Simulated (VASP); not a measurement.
Wanted: the native input for a VASP 6.6.1 run.

| Quantity | Value |
| --- | --- |
| Task | single point |
| Functional | HSE06 |
| Potentials or basis | VASP PAW PBE potentials, release 64 (F, I, Li_sv) |
| Cutoff | 520 eV |
| k mesh | 4 × 4 × 4 |
| Occupations | gaussian, width 0.01 eV |
| Spin | no spin polarisation |
| Dipole correction | no |
| Grid for exact exchange (PRECFOCK) | Normal |
| Further INCAR settings | ALGO = Normal; EDIFF = 1e-06; NBANDS = 18 |
| Screening parameter | 0.2079 1/Å |

Li2IF:

```
F I Li
1.0
     1.88595    1.08886    5.72517
    -1.88595    1.08886    5.72517
     0.00000   -2.17771    5.72517
F I Li
1 1 2
Cartesian
  1.8860 1.0889 5.7252
  0.0000 0.0000 8.5878
  0.0000 0.0000 4.6718
  0.0000 0.0000 12.5037
```

One way to write it, as run:

POSCAR

```
Li2IF
1.0
    1.8859540689      1.0888560894      5.7251745181
   -1.8859540689      1.0888560894      5.7251745181
    0.0000000000     -2.1777121787      5.7251745181
F I Li
1 1 2
Direct
    1.0000000000      0.0000000000      0.0000000000
    0.5000000000      0.5000000000      0.5000000000
    0.2720042941      0.2720042941      0.2720042941
    0.7279957059      0.7279957059      0.7279957059
```

INCAR.step1

```
PREC = Accurate
ENCUT = 520
EDIFF = 1E-5
ISMEAR = 0
SIGMA = 0.01
LREAL = False
LASPH = True
NELM = 80
ALGO = Normal
ISIF = 2
LWAVE = True
LCHARG = False
NBANDS = 18
GGA = PE
```

INCAR.step2

```
PREC = Accurate
ENCUT = 520
EDIFF = 1E-6
ISMEAR = 0
SIGMA = 0.01
LREAL = False
LASPH = True
NELM = 80
ALGO = Normal
ISIF = 2
LWAVE = False
LCHARG = False
GGA = PE
LHFCALC = True
HFSCREEN = 0.2079
PRECFOCK = Normal
NBANDS = 18
ISTART = 1
```

KPOINTS

```
regular mesh
0
Gamma
  4 4 4
```

Potentials or basis: VASP PAW PBE potentials, release 64 (F, I, Li_sv).

Command:

```bash
$ cat potpaw_PBE.64/F/POTCAR potpaw_PBE.64/I/POTCAR potpaw_PBE.64/Li_sv/POTCAR > POTCAR
$ cp INCAR.step1 INCAR
$ mpirun -np 1 vasp_std > vasp.out
$ cp INCAR.step2 INCAR
$ mpirun -np 1 vasp_std > vasp.out
```

Results of the run:

```yaml
Largest_force: 0.028 eV/Å
Band_gap_on_the_k_mesh: 3.03 eV, direct
```

Caveat: the k points lie up to 0.49 Å⁻¹ apart; the PAW data sets were made with another functional, which shifts forces and pressure a little; spin-orbit coupling is left out, which moves the levels of the heavy elements.

Wall time 30 min on 1 thread of Intel(R) Xeon(R) 6975P-C (Granite Rapids) (shared host), peak memory 0.44 GiB.
